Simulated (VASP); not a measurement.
Set up this calculation in VASP 6.6.1, as the native input.

```yaml
Task: single point
Functional: PBE
Potentials_or_basis: VASP PAW PBE potentials, release 64 (Co, Al)
Cutoff: 520 eV
k_mesh: 10 × 10 × 6
Occupations: fermi-dirac, width 0.1 eV
Spin: no spin polarisation
Dipole_correction: no
Further_INCAR_settings: ALGO = Normal; EDIFF = 1e-06; NBANDS = 20
```

The structure of AlCo (NiAs type) lies in POSCAR:

```
AlCo
1.0
    2.7289467686      0.0000000000      0.0000000000
   -1.3644733843      2.3633372272      0.0000000000
    0.0000000000      0.0000000000      7.5833341311
Co Al
2 2
Direct
    0.0000000000      0.0000000000      0.0000000000
    0.0000000000      0.0000000000      0.5000000000
    0.3333333333      0.6666666667      0.2500000000
    0.6666666667      0.3333333333      0.7500000000
```

One way to write it, as run:

INCAR

```
SYSTEM = AlCo
ALGO = Normal
EDIFF = 1E-6
ENCUT = 520
GGA = PE
ISIF = 2
ISMEAR = -1
LASPH = .TRUE.
LCHARG = .FALSE.
LREAL = .FALSE.
LWAVE = .FALSE.
NBANDS = 20
NELM = 80
PREC = Accurate
SIGMA = 0.1
```

KPOINTS

```
k-points
0
G
  10 10 6
  0 0 0
```

Potentials or basis: VASP PAW PBE potentials, release 64 (Co, Al).

The run is started by

```sh
$ cat potpaw_PBE.64/Co/POTCAR potpaw_PBE.64/Al/POTCAR > POTCAR
$ mpirun -np 1 vasp_std > vasp.out
```

It gave:

```json
{
 "Pressure": "0.0 GPa",
 "Band gap on the k mesh": "zero (bands 12 and 13 overlap by 1.27 eV)"
}
```

Caveat: the run has no spin polarisation, though such a crystal can be magnetic.

Run time: 57 s on 1 thread of Intel Xeon 8259CL, with other jobs on the host, peak memory 0.19 GiB.
